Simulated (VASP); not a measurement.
# ZnS (P6_3mc) in VASP: vibrations by perturbation theory with PBE

Aim: the vibrations by perturbation theory of ZnS with PBE.

Program: VASP 6.6.1. These are calculated values, not measurements. Logs are shortened: lines on timing, memory, paths and dates and some standing lists are left out, and cuts for length are marked.

### Step 1. The cell of the first run

Symmetry: P6_3mc, No. 186, hexagonal system. The conventional cell has a = 3.844 Å, b = 3.844 Å, c = 6.305 Å, α = 90.00°, β = 90.00°, γ = 120.00°. Zn (site symmetry 3m) has 4 S at 2.36 Å within 3.1 Å. Within 3.1 Å of S (site symmetry 3m) lie 4 Zn at 2.36 Å.

### Step 2. Vibrations by perturbation theory, PBE

Input file INCAR:

```
ALGO = Normal ; EDIFF = 1E-8
ENCUT = 520 ; GGA = PE
IBRION = 8 ; ISIF = 2
ISMEAR = 0 ; LASPH = True
LCHARG = False ; LEPSILON = True
LREAL = False ; LWAVE = False
NELM = 60 ; NSW = 1
PREC = Accurate ; SIGMA = 0.01
```

Input file KPOINTS:

```
k-points
0
Gamma
  6 6 4
```

Input file POSCAR:

```
ZnS
1.0
    3.8440669338      0.0000000000      0.0000000000
   -1.9220334669      3.3290596186      0.0000000000
    0.0000000000      0.0000000000      6.3046430411
Zn S
2 2
Direct
    0.3333333333      0.6666666667      0.0002666736
    0.6666666667      0.3333333333      0.5002666736
    0.3333333333      0.6666666667      0.3747333264
    0.6666666667      0.3333333333      0.8747333264
```

Potentials or basis: VASP PAW PBE potentials, release 64 (Zn, S).

Run with:

```
$ cat potpaw_PBE.64/Zn/POTCAR potpaw_PBE.64/S/POTCAR > POTCAR
$ mpirun -np 1 vasp_std > vasp.out
```

OUTCAR:

```text
EDIFF = 1E-8
   ENCUT = 520
   GGA = PE
   IBRION = 8
   ISIF = 2
   ISMEAR = 0
   LASPH = True
   LEPSILON = True
   LREAL = False
   NELM = 60
   NSW = 1
   PREC = Accurate

 ion  position               nearest neighbor table
   1  0.333  0.667  0.000-   4 2.36   4 2.36   4 2.36   3 2.36
   2  0.667  0.333  0.500-   3 2.36   3 2.36   3 2.36   4 2.36
   3  0.333  0.667  0.375-   2 2.36   2 2.36   2 2.36   1 2.36
   4  0.667  0.333  0.875-   1 2.36   1 2.36   1 2.36   2 2.36

  LATTYP: Found a hexagonal cell.
 ALAT       =     3.8440669338
 C/A-ratio  =     1.6400971028

  Lattice vectors:

 A1 = (   3.8440669338,   0.0000000000,   0.0000000000)
 A2 = (  -1.9220334669,   3.3290596186,   0.0000000000)
 A3 = (   0.0000000000,   0.0000000000,   6.3046430411)

Analysis of symmetry for initial positions (statically):
=====================================================================
 Subroutine PRICEL returns:
 Original cell was already a primitive cell.

 Routine SETGRP: Setting up the symmetry group for a
 hexagonal supercell.

 Subroutine GETGRP returns: Found 12 space group operations
 (whereof  6 operations were pure point group operations)
 out of a pool of 24 trial point group operations.

The static configuration has the point symmetry C_3v.
 The point group associated with its full space group is C_6v.

Analysis of symmetry for dynamics (positions and initial velocities):
=====================================================================
 Subroutine PRICEL returns:
 Original cell was already a primitive cell.

 Routine SETGRP: Setting up the symmetry group for a
 hexagonal supercell.

 Subroutine GETGRP returns: Found 12 space group operations
 (whereof  6 operations were pure point group operations)
 out of a pool of 24 trial point group operations.

The dynamic configuration has the point symmetry C_3v.
 The point group associated with its full space group is C_6v.

 Subroutine INISYM returns: Found 12 space group operations
 (whereof  6 operations are pure point group operations),
 and found     1 'primitive' translations

----------------------------------------------------------------------------------------

                                     Primitive cell

  volume of cell :      80.6813

  direct lattice vectors                    reciprocal lattice vectors
     3.844066934  0.000000000  0.000000000     0.260141152  0.150192564  0.000000000
    -1.922033467  3.329059619  0.000000000     0.000000000  0.300385128  0.000000000
     0.000000000  0.000000000  6.304643041     0.000000000  0.000000000  0.158613262

  length of vectors
     3.844066934  3.844066934  6.304643041     0.300385128  0.300385128  0.158613262

  position of ions in fractional coordinates (direct lattice)
     0.333333333  0.666666667  0.000266674
     0.666666667  0.333333333  0.500266674
     0.333333333  0.666666667  0.374733326
     0.666666667  0.333333333  0.874733326

  ion indices of the primitive-cell ions
   primitive index   ion index
                 1           1
                 2           2
                 3           3
                 4           4

[... 709 lines left out ...]

[... ionic steps 4 to 9 ...]

--------------------------------------- Ionic step       10  -------------------------------------------

------------------------ aborting loop because EDIFF is reached ----------------------------------------

[... ionic steps 11 to 11 ...]

--------------------------------------- Ionic step       12  -------------------------------------------

 Free energy of the ion-electron system (eV)
  ---------------------------------------------------
  ---------------------------------------------------
  free energy    TOTEN  =        -0.12383267 eV

  energy without entropy =       -0.12383267

------------------------ aborting loop because EDIFF is reached ----------------------------------------

 INTERNAL STRAIN TENSOR  FOR ION    3  DIRECTION 3   (eV/Angst):
 -----------------------------------------------------------------------------
     3.03076  0.00000  0.00000
    -0.00000  3.03076 -0.00000
     0.00000  0.00000 -5.44613

 MACROSCOPIC STATIC DIELECTRIC TENSOR (including local field effects in DFT)
 ------------------------------------------------------
           6.085080    -0.000000     0.000000
           0.000000     6.085080     0.000000
           0.000000     0.000000     6.021662
 ------------------------------------------------------

 PIEZOELECTRIC TENSOR (including local field effects)  for field in x, y, z        (e  Angst)
          XX          YY          ZZ          XY          YZ          ZX
  --------------------------------------------------------------------------------
  x    -0.00000     0.00000     0.00000    -0.00000     0.00000     1.94630
  y     0.00000    -0.00000     0.00000    -0.00000     1.94630     0.00000
  z     1.85047     1.85047    -3.84786     0.00000     0.00000     0.00000

 PIEZOELECTRIC TENSOR (including local field effects)  for field in x, y, z        (C/m^2)
          XX          YY          ZZ          XY          YZ          ZX
  --------------------------------------------------------------------------------
  x    -0.00000     0.00000     0.00000    -0.00000     0.00000     0.38650
  y     0.00000    -0.00000     0.00000    -0.00000     0.38650     0.00000
  z     0.36747     0.36747    -0.76411     0.00000     0.00000     0.00000

 BORN EFFECTIVE CHARGES (including local field effects) (in |e|, cummulative output)
 ---------------------------------------------------------------------------------
 ion    1
    1     2.01606     0.00000    -0.00000
    2     0.00000     2.01606     0.00000
    3     0.00000    -0.00000     2.08768
 ion    2
    1     2.01606     0.00000     0.00000
    2    -0.00000     2.01606     0.00000
    3     0.00000     0.00000     2.08768
 ion    3
    1    -2.01606     0.00000     0.00000
    2     0.00000    -2.01606     0.00000
    3     0.00000     0.00000    -2.08768
 ion    4
    1    -2.01606     0.00000     0.00000
    2    -0.00000    -2.01606     0.00000
    3     0.00000    -0.00000    -2.08768

 INTERNAL STRAIN TENSOR FOR ION    4 for displacements in x,y,z  (eV/Angst):
          X           Y           Z          XY          YZ          ZX
  --------------------------------------------------------------------------------
  x     0.00000     0.00000     0.00000     5.48142     0.00000     3.27212
  y     5.48142    -5.48142    -0.00000     0.00000     2.81534     0.00000
  z     3.03076     3.03076    -5.44613    -0.00000     0.00000     0.00000

 SECOND DERIVATIVES (NOT SYMMETRIZED)
 ------------------------------------
               1X          1Y          1Z          2X          2Y          2Z          3X          3Y          3Z          4X          4Y          4Z
  1X    -5.408206   -0.000000   -0.000000   -0.171767    0.000000   -0.000000    0.345734   -0.000000   -0.000000    5.234238   -0.000000    0.000000
  1Y     0.000000   -5.408206    0.000000    0.000000   -0.171767    0.000000    0.000000    0.345734    0.000000    0.000000    5.234238    0.000000
  1Z     0.000000    0.000000   -7.090551    0.000000    0.000000    1.816182    0.000000    0.000000    3.573587    0.000000    0.000000    1.700782
  2X    -0.171767    0.000000    0.000000   -5.408206    0.000000    0.000000    5.234238    0.000000   -0.000000    0.345734   -0.000000    0.000000
  2Y    -0.000000   -0.171767    0.000000    0.000000   -5.408206    0.000000   -0.000000    5.234238   -0.000000   -0.000000    0.345734   -0.000000
  2Z     0.000000   -0.000000    1.816182    0.000000   -0.000000   -7.090551    0.000000    0.000000    1.700782    0.000000    0.000000    3.573587
  3X     0.319504    0.000000   -0.000000    5.207294    0.000000   -0.000000   -6.071577    0.000000    0.000000    0.544779    0.000000    0.000000
  3Y    -0.000000    0.319504    0.000000   -0.000000    5.207294    0.000000    0.000000   -6.071577    0.000000    0.000000    0.544779    0.000000
  3Z     0.000000   -0.000000    3.592534    0.000000    0.000000    1.705936    0.000000    0.000000   -8.677045    0.000000    0.000000    3.378575
  4X     5.207294    0.000000    0.000000    0.319504    0.000000    0.000000    0.544779   -0.000000   -0.000000   -6.071577    0.000000    0.000000
  4Y     0.000000    5.207294    0.000000   -0.000000    0.319504    0.000000    0.000000    0.544779    0.000000    0.000000   -6.071577   -0.000000
  4Z    -0.000000    0.000000    1.705936    0.000000    0.000000    3.592534    0.000000    0.000000    3.378575   -0.000000    0.000000   -8.677045

 Eigenvectors and eigenvalues of the dynamical matrix
 ----------------------------------------------------

   1 f  =    9.672408 THz    60.773531 2PiTHz  322.636799 cm-1    40.001847 meV
             X         Y         Z           dx          dy          dz
     -0.000000  2.219373  0.001681    -0.000000    0.000000    0.116115
      1.922033  1.109687  3.154003    -0.000000   -0.000000   -0.116115
     -0.000000  2.219373  2.362560    -0.000000    0.000000   -0.697508
      1.922033  1.109687  5.514881     0.000000   -0.000000    0.697508
[... 71 lines left out ...]
  12 f/i=    0.017881 THz     0.112349 2PiTHz    0.596442 cm-1     0.073949 meV
             X         Y         Z           dx          dy          dz
     -0.000000  2.219373  0.001681    -0.005547   -0.578268   -0.000000
      1.922033  1.109687  3.154003    -0.005547   -0.578268   -0.000000
     -0.000000  2.219373  2.362560    -0.003903   -0.406890   -0.000000
      1.922033  1.109687  5.514881    -0.003903   -0.406890   -0.000000

--------------------------------------------------------------------------------------------------------

 MACROSCOPIC STATIC DIELECTRIC TENSOR IONIC CONTRIBUTION
 ------------------------------------------------------
           3.282956     0.000000     0.000000
           0.000000     3.282956    -0.000000
           0.000000    -0.000000     3.698165
 ------------------------------------------------------

 ELASTIC MODULI CONTR FROM IONIC RELAXATION (kBar)
 Direction    XX          YY          ZZ          XY          YZ          ZX
 --------------------------------------------------------------------------------
 XX        -249.7963    111.2836    123.2802      0.0000     -0.0000      0.0000
 YY         111.2836   -249.7963    123.2802     -0.0000     -0.0000     -0.0000
 ZZ         123.2802    123.2802   -219.4460      0.0000     -0.0000      0.0000
 XY           0.0000     -0.0000      0.0000   -180.5400      0.0000      0.0000
 YZ           0.0000      0.0000     -0.0000      0.0000    -60.8251     -0.0000
 ZX           0.0000     -0.0000      0.0000     -0.0000     -0.0000    -73.1752
 --------------------------------------------------------------------------------

 PIEZOELECTRIC TENSOR IONIC CONTR  for field in x, y, z        (C/m^2)
          XX          YY          ZZ          XY          YZ          ZX
  --------------------------------------------------------------------------------
  x     0.00000    -0.00000     0.00000    -0.00000    -0.00000    -0.46120
  y    -0.00000    -0.00000    -0.00000     0.00000    -0.42048    -0.00000
  z    -0.47621    -0.47621     0.84767    -0.00000     0.00000    -0.00000
```

Run time: 7.5 min. Hardware: 1 thread of Intel Xeon 6975P-C (Granite Rapids), shared host; peak memory 0.5 GiB.

What came out:

| Quantity | Value |
| --- | --- |
| Electronic dielectric tensor (diagonal) | 6.09, 6.09, 6.02 |
| Born charges (mean of the diagonal) | Zn +2.04; S -2.04 e |
| Highest phonon frequency at Γ, LO-TO splitting left out | 323 cm⁻¹ |

Phonon frequencies in cm⁻¹ (negative: imaginary):
```csv
q point,frequencies
"(0.000, 0.000, 0.000)",-1 -1 0 72 72 188 259 265 265 270 270 323
```

Electronic dielectric tensor:
```
6.09 0.00 0.00
0.00 6.09 0.00
0.00 0.00 6.02
```

Born effective charge tensors (e):
atom 1, Zn
```
2.02 0.00 0.00
0.00 2.02 0.00
0.00 0.00 2.09
```
atom 2, Zn
```
2.02 0.00 0.00
0.00 2.02 0.00
0.00 0.00 2.09
```
atom 3, S
```
-2.02  0.00  0.00
 0.00 -2.02  0.00
 0.00  0.00 -2.09
```
atom 4, S
```
-2.02  0.00  0.00
 0.00 -2.02  0.00
 0.00  0.00 -2.09
```
